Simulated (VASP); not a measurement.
Set up this calculation in VASP 6.6.1, as the native input.

- Task: single point
- Functional: PBEsol
- Potentials or basis: VASP PAW PBE potentials, release 64 (Si, W_sv)
- Cutoff: 520 eV
- k mesh: 12 × 12 × 6
- Occupations: gaussian, width 0.15 eV
- Spin: no spin polarisation
- Dipole correction: no
- Further INCAR settings: ALGO = Normal; EDIFF = 1e-06; NBANDS = 43

The structure of Si2W lies in POSCAR:

```
Si2W
1.0
    4.9764941794      0.0000000000      0.0000000000
   -2.4882470897      3.9630072470      0.0000000000
    0.0000000000      0.0000000000      6.6033074698
Si W
6 3
Direct
    0.8361793875      0.6723587749      0.5000000000
    0.1638206125      0.8361793875      0.8333333333
    0.6723587749      0.8361793875      0.1666666667
    0.1638206125      0.3276412251      0.5000000000
    0.8361793875      0.1638206125      0.8333333333
    0.3276412251      0.1638206125      0.1666666667
    0.0000000000      0.5000000000      0.1666666667
    0.5000000000      0.5000000000      0.8333333333
    0.5000000000      0.0000000000      0.5000000000
```

This cell differs from its parent crystal: strain +0.0875 x Voigt [1, 0, 0, 0, 0, 0].

These files were run (other wordings do the same):

INCAR

```
SYSTEM = Si2W
PREC = Accurate
ENCUT = 520
EDIFF = 1E-6
ISMEAR = 0
SIGMA = 0.15
LREAL = .False.
LASPH = .True.
NELM = 100
ALGO = Normal
ISIF = 2
LWAVE = .False.
LCHARG = .True.
GGA = PS
LELF = .True.
LVHAR = .True.
NBANDS = 43
```

KPOINTS

```
regular mesh
0
Gamma
  12 12 6
  0 0 0
```

Potentials or basis: VASP PAW PBE potentials, release 64 (Si, W_sv).

The run is started by

```console
$ cat potpaw_PBE.64/Si/POTCAR potpaw_PBE.64/W_sv/POTCAR > POTCAR
$ mpirun -np 1 vasp_std > vasp.out
```

Results of the run:

| Property | Result |
| --- | --- |
| Pressure | -14.0 GPa |
| Largest force | 0.156 eV/Å |
| Band gap on the k mesh | zero (bands 33 and 34 overlap by 0.26 eV) |

Caveat: the cell differs from its parent crystal (strain +0.0875 x Voigt [1, 0, 0, 0, 0, 0]); the cell stands under tension; the PAW data sets were made with another functional, which shifts forces and pressure a little; spin-orbit coupling is left out, which moves the levels of the heavy elements.

Wall time 6.5 min on 1 thread of Intel(R) Xeon(R) 6975P-C (Granite Rapids) (shared host), peak memory 0.76 GiB.
